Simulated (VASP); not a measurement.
# LuPd2O2 (I4/mmm) in VASP: single point with PBE

Aim: the single point of LuPd2O2 with PBE.

Program: VASP 6.6.1. These are calculated values, not measurements. Logs are shortened: lines on timing, memory, paths and dates and some standing lists are left out, and cuts for length are marked.

## (1) The cell of the first run

The structure is tetragonal, space group I4/mmm (No. 139). The conventional cell has a = 4.279 Å, b = 4.279 Å, c = 8.429 Å, α = 90.00°, β = 90.00°, γ = 90.00°. Within 2.9 Å of Lu (site symmetry 4/mmm) lie 4 O at 2.14 Å and 2 Pd at 2.85 Å. Within 3.4 Å of Pd (site symmetry 4mm) lie 4 O at 2.54 Å and 5 Pd at 2.72 to 3.37 Å and 5 Lu at 2.85 to 3.32 Å. Within 2.8 Å of O (site symmetry mmm) lie 2 Lu at 2.14 Å and 4 Pd at 2.54 Å.

The cell was generated, and may not be a known phase.

## (2) Single point, PBE, collinear spin

Contents of INCAR:

```
SYSTEM = LuPd2O2
  ALGO = Normal
  EDIFF = 1E-6
  ENCUT = 700
  GGA = PE
  GGA_COMPAT = .False.
  ISIF = 2
  ISMEAR = 0
  ISPIN = 2
  LASPH = .True.
  LCHARG = .True.
  LELF = .True.
  LMAXMIX = 4
  LORBIT = 11
  LREAL = .False.
  LVHAR = .True.
  LWAVE = .False.
  MAGMOM = 0 1 1 0 0
  NBANDS = 48
  NELM = 200
  PREC = Accurate
  SIGMA = 0.1
```

Contents of KPOINTS:

```
k-points
0
Gamma
  6 6 6
  0 0 0
```

Contents of POSCAR:

```
LuPd2O2
1.0
   -2.1394166049      2.1394166049      4.2146066624
    2.1394166049     -2.1394166049      4.2146066624
    2.1394166049      2.1394166049     -4.2146066624
Lu Pd O
1 2 2
Direct
    0.5000000000      0.5000000000      0.0000000000
    0.8384379626      0.8384379626      0.0000000000
    0.1615620374      0.1615620374      0.0000000000
    0.5000000000      0.0000000000      0.5000000000
    0.0000000000      0.5000000000      0.5000000000
```

Potentials or basis: VASP PAW PBE potentials, release 64 (Lu, Pd_sv_GW, O).

Started as:

```sh
$ cat potpaw_PBE.64/Lu/POTCAR potpaw_PBE.64/Pd_sv_GW/POTCAR potpaw_PBE.64/O/POTCAR > POTCAR
$ mpirun -np 1 vasp_std > vasp.out
```

OUTCAR:

```text
SYSTEM = LuPd2O2
   EDIFF = 1E-6
   ENCUT = 700
   GGA = PE
   ISIF = 2
   ISMEAR = 0
   ISPIN = 2
   LASPH = .True.
   LORBIT = 11
   LREAL = .False.
   NELM = 200
   PREC = Accurate

 ion  position               nearest neighbor table
   1  0.500  0.500  0.000-   4 2.14   5 2.14   4 2.14   5 2.14   2 2.85   3 2.85
   2  0.838  0.838  0.000-   1 2.85
   3  0.162  0.162  0.000-   1 2.85
   4  0.500  0.000  0.500-   1 2.14   1 2.14
   5  0.000  0.500  0.500-   1 2.14   1 2.14

  LATTYP: Found a body centered tetragonal cell.
 ALAT       =     4.2788332098
 C/A-ratio  =     1.9699794106

  Lattice vectors:

 A1 = (  -2.1394166049,   2.1394166049,   4.2146066624)
 A2 = (   2.1394166049,  -2.1394166049,   4.2146066624)
 A3 = (   2.1394166049,   2.1394166049,  -4.2146066624)

Analysis of symmetry for initial positions (statically):
=====================================================================
 Subroutine PRICEL returns:
 Original cell was already a primitive cell.

 Routine SETGRP: Setting up the symmetry group for a
 body centered tetragonal supercell.

 Subroutine GETGRP returns: Found 16 space group operations
 (whereof 16 operations were pure point group operations)
 out of a pool of 16 trial point group operations.

The static configuration has the point symmetry D_4h.

Analysis of symmetry for dynamics (positions and initial velocities):
=====================================================================
 Subroutine PRICEL returns:
 Original cell was already a primitive cell.

 Routine SETGRP: Setting up the symmetry group for a
 body centered tetragonal supercell.

 Subroutine GETGRP returns: Found 16 space group operations
 (whereof 16 operations were pure point group operations)
 out of a pool of 16 trial point group operations.

The dynamic configuration has the point symmetry D_4h.

Analysis of structural, dynamic, and magnetic symmetry:
=====================================================================
 Subroutine PRICEL returns:
 Original cell was already a primitive cell.

 Routine SETGRP: Setting up the symmetry group for a
 body centered tetragonal supercell.

 Subroutine GETGRP returns: Found 16 space group operations
 (whereof 16 operations were pure point group operations)
 out of a pool of 16 trial point group operations.

The overall configuration has the point symmetry D_4h.

 Subroutine INISYM returns: Found 16 space group operations
 (whereof 16 operations are pure point group operations),
 and found     1 'primitive' translations

----------------------------------------------------------------------------------------

                                     Primitive cell

  volume of cell :      77.1628

  direct lattice vectors                    reciprocal lattice vectors
    -2.139416605  2.139416605  4.214606662     0.000000000  0.233708572  0.118635033
     2.139416605 -2.139416605  4.214606662     0.233708572  0.000000000  0.118635033
     2.139416605  2.139416605 -4.214606662     0.233708572  0.233708572  0.000000000

  length of vectors
     5.188170789  5.188170789  5.188170789     0.262095341  0.262095341  0.330513832

  position of ions in fractional coordinates (direct lattice)
     0.500000000  0.500000000  0.000000000
     0.838437963  0.838437963  0.000000000
     0.161562037  0.161562037  0.000000000
     0.500000000  0.000000000  0.500000000
     0.000000000  0.500000000  0.500000000

  ion indices of the primitive-cell ions
   primitive index   ion index
                 1           1
                 2           2
                 3           3
                 4           4
                 5           5

----------------------------------------------------------------------------------------

 KPOINTS: k-points

Automatic generation of k-mesh.
 Grid dimensions read from file:
 generate k-points for:    6    6    6

 Generating k-lattice:

  Cartesian coordinates                     Fractional coordinates (reciprocal lattice)
     0.000000000  0.038951429  0.019772505     0.166666667  0.000000000 -0.000000000
     0.038951429  0.000000000  0.019772505     0.000000000  0.166666667 -0.000000000
     0.038951429  0.038951429  0.000000000     0.000000000  0.000000000  0.166666667

  Length of vectors
     0.043682557  0.043682557  0.055085639

  Shift w.r.t. Gamma in fractional coordinates (k-lattice)
     0.000000000  0.000000000  0.000000000

 Subroutine IBZKPT returns following result:
 ===========================================

 Found     30 irreducible k-points:

 Following reciprocal coordinates:
            Coordinates               Weight
  0.000000  0.000000  0.000000      1.000000
  0.166667  0.000000  0.000000      8.000000
  0.333333  0.000000 -0.000000      8.000000
  0.500000  0.000000 -0.000000      4.000000
  0.166667  0.166667  0.000000      8.000000
  0.333333  0.166667 -0.000000     16.000000
[... 16 lines left out ...]
 -0.333333 -0.333333  0.166667      8.000000
 -0.166667 -0.333333  0.166667      8.000000
 [... further k-points ...]
   k-points           NKPTS =     30   k-points in BZ     NKDIM =     30   number of bands    NBANDS=     48
   number of dos      NEDOS =    301   number of ions     NIONS =      5
   total plane-waves  NPLWV = 110592
   dimension x,y,z NGX =    48 NGY =   48 NGZ =   48
   dimension x,y,z NGXF=    96 NGYF=   96 NGZF=   96
   ions per type =               1   2   2
   NGX,Y,Z   is equivalent  to a cutoff of  15.38, 15.38, 15.38 a.u.
   NGXF,Y,Z  is equivalent  to a cutoff of  30.76, 30.76, 30.76 a.u.
 SYSTEM =  LuPd2O2
   PREC   = accura    normal or accurate (medium, high low for compatibility)
   ISTART =      0    job   : 0-new  1-cont  2-samecut
   ICHARG =      2    charge: 1-file 2-atom 10-const
   ISPIN  =      2    spin polarized calculation?
   LNONCOLLINEAR =      F non collinear calculations
   LSORBIT =      F    spin-orbit coupling
   LASPH  =      T    aspherical Exc in radial PAW
   ENCUT  =  700.0 eV  51.45 Ry    7.17 a.u.  11.19 11.19 11.19*2*pi/ulx,y,z
   NELM   =    200;   NELMIN=  2; NELMDL= -5     # of ELM steps
   EDIFF  = 0.1E-05   stopping-criterion for ELM
   LREAL  =      F    real-space projection
   EDIFFG = 0.1E-04   stopping-criterion for IOM
   NSW    =      0    number of steps for IOM
   IBRION =     -1    ionic relax: 0-MD 1-quasi-New 2-CG
   NFREE  =      0    steps in history (QN), initial steepest desc. (CG)
   ISIF   =      2    stress and relaxation
   ISYM   =      2    0-nonsym 1-usesym 2-fastsym
   POTIM  = 0.5000    time-step for ionic-motion
   TEBEG  =    0.0;   TEEND  =   0.0 temperature during run
   PSTRESS=    0.0 pullay stress
   NELECT =      73.0000    total number of electrons
   NUPDOWN=      -1.0000    fix difference up-down
   EMIN   =  10.00;   EMAX   =-10.00  energy-range for DOS
   EFERMI =   0.00;   METHOD = LEGACY
   ISMEAR =     0;   SIGMA  =   0.10  broadening in eV -4-tet -1-fermi 0-gaus
   EFERMI_NEDOS =   21; number of points for ismear=-14 and -15
   IALGO  =     38    algorithm
   IMIX   =      4    mixing-type and parameters
     AMIX     =   0.40;   BMIX     =  1.00
     AMIX_MAG =   1.60;   BMIX_MAG =  1.00
  volume/ion in A,a.u.               =      15.43       104.14
  Fermi-wavevector in a.u.,A,eV,Ry     =   1.607113  3.037004 35.141312  2.582814
  Thomas-Fermi vector in A             =   2.703194
   LORBIT       =     11    0 simple, 1 ext, 2 COOP (PROOUT), +10 PAW based schemes
   GGA     = PE    functional components
   LHFCALC =     F    Hartree Fock is set to
   AEXX    =    0.0000 exact exchange contribution
   IVDW    =     0    specifies the selected vdW correction
   LEPSILON=     F    determine dielectric tensor
   LRPA    =     F    only Hartree local field effects (RPA)
 spin polarized calculation
 Gauss-broadening in eV      SIGMA  =   0.10
  energy-cutoff  :      700.00
  volume of cell :       77.16
 maximum number of plane-waves:      3270
 NGX is ok and might be reduce to    48
   NGX = 23   NGY = 23   NGZ = 23

 number of electron      73.0000003 magnetization       0.0014089

 Free energy of the ion-electron system (eV)
  ---------------------------------------------------
  ext. energy  EPLUGINS =         0.00000000
  ---------------------------------------------------
  free energy    TOTEN  =       -26.79715059 eV

  energy without entropy =      -26.76805404  energy(sigma->0) =      -26.78260232

 E-fermi :   3.7171     XC(G=0): -11.5963

 val. band max:        3.7087014260   @ k =   0.1667   0.0000   0.0000
 cond. band min:       3.7312767522   @ k =   0.1667   0.0000   0.0000
 fundamental gap:      0.0225753262
 Fermi energy:         3.7170895225

 spin component 1

 k-point     1 :       0.0000    0.0000    0.0000
  band No.  band energies     occupation
      1     -79.5659      1.00000
      2     -79.5536      1.00000
      3     -50.4797      1.00000
      4     -45.4087      1.00000
      5     -45.3073      1.00000
      6     -45.3073      1.00000
[... 40 lines left out ...]
     47      14.5982      0.00000
     48      14.6700      0.00000

 k-point     2 :       0.1667    0.0000    0.0000
  band No.  band energies     occupation
      1     -79.5657      1.00000
      2     -79.5538      1.00000
      3     -50.4795      1.00000
      4     -45.4082      1.00000
      5     -45.3098      1.00000
      6     -45.3094      1.00000
[... 40 lines left out ...]
     47      14.2817      0.00000
     48      14.9399      0.00000

 k-point     3 :       0.3333    0.0000   -0.0000
  band No.  band energies     occupation
      1     -79.5653      1.00000
      2     -79.5543      1.00000
      3     -50.4791      1.00000
      4     -45.4073      1.00000
      5     -45.3128      1.00000
      6     -45.3114      1.00000
[... 1060 lines left out ...]
     47      14.3987      0.00000
     48      15.7661      0.00000

 k-point    24 :      -0.1667   -0.3333    0.1667
  band No.  band energies     occupation
      1     -79.5651      1.00000
      2     -79.5545      1.00000
      3     -50.4796      1.00000
      4     -45.4067      1.00000
      5     -45.3152      1.00000
      6     -45.3148      1.00000
[... 40 lines left out ...]
     47      14.3847      0.00000
     48      15.1500      0.00000

 [... further k-points ...]

 spin component 2

 k-point     1 :       0.0000    0.0000    0.0000
  band No.  band energies     occupation
      1     -79.5655      1.00000
      2     -79.5533      1.00000
      3     -50.4797      1.00000
      4     -45.4083      1.00000
      5     -45.3069      1.00000
      6     -45.3069      1.00000
[... 40 lines left out ...]
     47      14.5982      0.00000
     48      14.6701      0.00000

 k-point     2 :       0.1667    0.0000    0.0000
  band No.  band energies     occupation
      1     -79.5653      1.00000
      2     -79.5535      1.00000
      3     -50.4795      1.00000
      4     -45.4079      1.00000
      5     -45.3094      1.00000
      6     -45.3090      1.00000
[... 40 lines left out ...]
     47      14.2818      0.00000
     48      14.9400      0.00000

 k-point     3 :       0.3333    0.0000   -0.0000
  band No.  band energies     occupation
      1     -79.5649      1.00000
      2     -79.5539      1.00000
      3     -50.4791      1.00000
      4     -45.4070      1.00000
      5     -45.3124      1.00000
      6     -45.3110      1.00000
[... 1060 lines left out ...]
     47      14.3988      0.00000
     48      15.7823      0.00000

 k-point    24 :      -0.1667   -0.3333    0.1667
  band No.  band energies     occupation
      1     -79.5647      1.00000
      2     -79.5541      1.00000
      3     -50.4796      1.00000
      4     -45.4064      1.00000
      5     -45.3148      1.00000
      6     -45.3144      1.00000
[... 40 lines left out ...]
     47      14.3848      0.00000
     48      15.1501      0.00000

 [... further k-points ...]

------------------------ aborting loop because EDIFF is reached ----------------------------------------

  FORCE on cell =-STRESS in cart. coord.  units (eV):
  Direction    XX          YY          ZZ          XY          YZ          ZX
  --------------------------------------------------------------------------------------
  -------------------------------------------------------------------------------------
  Total        0.1896435      0.1896435     -0.0149636      0.0000000      0.0000000      0.0000000
  in kB        3.9376828      3.9376828     -0.3106977      0.0000000      0.0000000      0.0000000
  external PRESSURE =       2.5215559 kB  Pullay stress =       0.0000000 kB

 VOLUME and BASIS-vectors are now :
 -----------------------------------------------------------------------------
  energy-cutoff  :      700.00
  volume of cell :       77.16
      direct lattice vectors                 reciprocal lattice vectors
    -2.139416605  2.139416605  4.214606662     0.000000000  0.233708572  0.118635033
     2.139416605 -2.139416605  4.214606662     0.233708572  0.000000000  0.118635033
     2.139416605  2.139416605 -4.214606662     0.233708572  0.233708572  0.000000000

 POSITION                                       TOTAL-FORCE (eV/Angst)
 -----------------------------------------------------------------------------------
      0.00000      0.00000      4.21461        -0.000000     -0.000000      0.000000
      0.00000      0.00000      7.06737         0.000000      0.000000      0.012652
      0.00000      0.00000      1.36184         0.000000      0.000000     -0.012652
      0.00000      2.13942      0.00000        -0.000000     -0.000000      0.000000
      2.13942      0.00000      0.00000        -0.000000     -0.000000      0.000000
 -----------------------------------------------------------------------------------
    total drift:                                0.000000      0.000000     -0.000000

  FREE ENERGIE OF THE ION-ELECTRON SYSTEM (eV)
  ---------------------------------------------------
  free  energy   TOTEN  =       -26.7971505911 eV

  energy  without entropy=      -26.7680540399  energy(sigma->0) =      -26.78260232

 total charge

# of ion       s       p       d       f       tot
--------------------------------------------------
    1        2.247   6.153   0.962  14.172  23.534
    2        2.092   6.001   7.563   0.005  15.661
    3        2.092   6.001   7.563   0.005  15.661
    4        1.583   3.353   0.000   0.000   4.936
    5        1.583   3.353   0.000   0.000   4.936
--------------------------------------------------
tot          9.597  24.861  16.088  14.182  64.728

 magnetization (x)

# of ion       s       p       d       f       tot
--------------------------------------------------
    1       -0.000  -0.000  -0.000   0.000  -0.000
    2       -0.000  -0.000   0.000   0.000   0.000
    3       -0.000  -0.000   0.000   0.000   0.000
    4        0.000   0.000   0.000   0.000   0.000
    5        0.000   0.000   0.000   0.000   0.000
--------------------------------------------------
tot         -0.000   0.000   0.001   0.000   0.001
```

Run time: 7.6 min. Hardware: 1 thread of Intel Xeon 6975P-C (Granite Rapids), shared host; peak memory 0.61 GiB.

Results:

```yaml
Free_energy: -26.7972 eV
Pressure: 0.3 GPa
Largest_force: 0.013 eV/Å
Net_moment: 0.00 μB per cell
Valence_electrons_inside_the_program's_atomic_spheres: Lu 23.53; Pd 15.66; O 4.94
```

Forces on the atoms (eV/Å):
```
Lu   0.000  0.000  0.000
Pd   0.000  0.000  0.013
Pd   0.000  0.000 -0.013
O    0.000  0.000  0.000
O    0.000  0.000  0.000
```

Caveat: spin-orbit coupling is left out, which moves the levels of the heavy elements.
